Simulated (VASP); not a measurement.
A run of VASP 6.6.1 is set up as follows.

The input INCAR:

```
SYSTEM = H
  PREC = Accurate
  ENCUT = 400
  EDIFF = 1E-6
  ISMEAR = -1
  SIGMA = 0.05
  LREAL = .FALSE.
  LASPH = .TRUE.
  NELM = 120
  ALGO = Normal
  ISIF = 2
  LWAVE = .FALSE.
  LCHARG = .TRUE.
  GGA = PE
  IVDW = 12
  LELF = .TRUE.
  LVHAR = .TRUE.
  NBANDS = 30
  GGA_COMPAT = .FALSE.
```

KPOINTS

```
Automatic mesh
0
G
  1 1 1
  0 0 0
```

Contents of POSCAR:

```
H
1.0
    7.1137870000      0.0000000000      0.0000000000
    0.0000000000      7.1137870000      0.0000000000
    0.0000000000      0.0000000000      7.1137870000
H
24
Direct
    0.2429507659      0.5211429580      0.5686422717
    0.2260258847      0.5252195490      0.4599800359
    1.0151555002      1.0799873541      0.2033797188
    0.9486086665      1.0140590378      0.2505416595
    0.5646359668      0.4487904965      0.7076259101
    0.6654261647      0.4743465049      0.6929501825
    1.0645103656      0.7977747998      0.9886436015
    1.0708501674      0.8080927922      0.8782101573
    0.8958097846      0.3920837101      0.4519814833
    0.8410569504      0.4122558069      0.3617060786
   -0.2836323325      0.9774540621      0.6210756662
   -0.2480394760      1.0685728994      0.6696152134
    0.0845119484      0.2076812252     -0.1743375223
    0.1153394106      0.1333748115     -0.2454107777
    0.3001214402      0.5124837165      0.9900774370
    0.3984656836      0.5455603324      0.9967967835
    0.4315141851      0.9419736633      0.8691854282
    0.4814032245      0.9006735793      0.9511951932
    0.9177390327      0.3752572294      1.0276242457
    0.9919329887      0.3156406004      1.0818569631
    0.7746225744      0.8099061723      0.1899550830
    0.7538460176      0.6977296340      0.1912624036
    0.4120730632      0.2223710100      0.2162842379
    0.3308364448      0.1950437931      0.1577921858
```

Potentials or basis: VASP PAW PBE potentials, release 64 (H).

Command:

```console
$ cat potpaw_PBE.64/H/POTCAR > POTCAR
$ mpirun -np 1 vasp_gam > vasp.out
```

Question: Predict the dispersion energy per atom.

Answer: -0.015 eV.

Question: Predict the largest force.

Answer: 1.606 eV/Å.

Question: What does it give for the pressure?

Answer: -0.9 GPa.

Forces in eV/Å, atoms in the order of the input:
```
H   -0.134  0.046 -0.946
H    0.151 -0.033  0.953
H    0.102  0.030 -0.004
H   -0.062 -0.099  0.143
H   -0.104 -0.026  0.040
H    0.111  0.028 -0.015
H    0.054  0.074 -1.188
H   -0.085 -0.139  1.147
H   -0.242  0.076 -0.377
H    0.234 -0.093  0.432
H    0.270  0.669  0.342
H   -0.248 -0.679 -0.384
H    0.162 -0.309 -0.362
H   -0.084  0.297  0.221
H   -0.311 -0.079 -0.017
H    0.311  0.121  0.007
H   -0.102  0.086 -0.168
H    0.108 -0.091  0.178
H    0.566 -0.352  0.391
H   -0.655  0.596 -0.442
H   -0.329 -1.572  0.002
H    0.255  1.491 -0.007
H    0.310  0.099  0.272
H   -0.277 -0.142 -0.214
```

Caveat: the k points lie up to 0.88 Å⁻¹ apart.
